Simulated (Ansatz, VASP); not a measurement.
## Two plane-wave programs on Co

```
Co
1.0
     2.70661    0.00000    0.00000
    -1.35330    2.34399    0.00000
     0.00000    0.00000    5.29758
Co
2
Cartesian
  0.0000 1.5627 1.3244
  1.3533 0.7813 3.9732
```

Alike in both runs: task single point; functional r2SCAN; k mesh 6 × 6 × 4; occupations gaussian, width 0.1 eV; collinear spin.

|  | VASP | Ansatz |
| --- | --- | --- |
| version | VASP 6.6.1 | Ansatz 0.2.0 |
| potentials or method | VASP PAW PBE potentials, release 64 (Co), cutoff 520 eV | scalar-relativistic, plane waves, PAW |
| valence electrons in the cell | 18 | 34 |

|  | VASP | Ansatz | Ansatz less VASP |
| --- | --- | --- | --- |
| gap on the k mesh at the Fermi level (eV) | none | none | - |
| net moment per atom (μB) | 2.18 | 2.22 | +0.035 |
| size of the moment on the site where the two differ most (μB) | 2.26 | 2.32 | +0.055 |

VASP's potentials were made for PBE, not for r2SCAN. Site moments also hang on the region over which each program counts them. A gap of «none» marks a metal or a gap that the smearing closes. VASP's potentials hold 18 valence electrons a cell and Ansatz's 34, so a difference there can come from the potentials and not from the codes. Ansatz's warnings: stability check not made.

The k mesh is coarse, so the values compare programs but aren't converged.
